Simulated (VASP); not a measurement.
Crystal: Ir.

```xyz
1
Lattice="0.0000 1.9156 1.9156 1.9156 0.0000 1.9156 1.9156 1.9156 0.0000" Properties=species:S:1:pos:R:3 pbc="T T T"
Ir    0.0000    0.0000    0.0000
```

Program: VASP 6.6.1. Alike in all runs: task single point; level PBE; potentials or basis VASP PAW PBE potentials, release 64 (Ir); spin collinear, ferromagnetic start; cell as given; k mesh 15 × 15 × 15; cutoff (eV) 520; smearing fermi-dirac 0.03 eV.

Task: Order these runs on this cell by their pressure, lowest first.
A. 
B. fixed moment (μB) 0.75
C. fixed moment (μB) 0.5

Result: A (12.1 GPa), C (15.1 GPa), B (18.2 GPa).

Caveats: the total moment is fixed, so each spin has its own Fermi level (some runs).
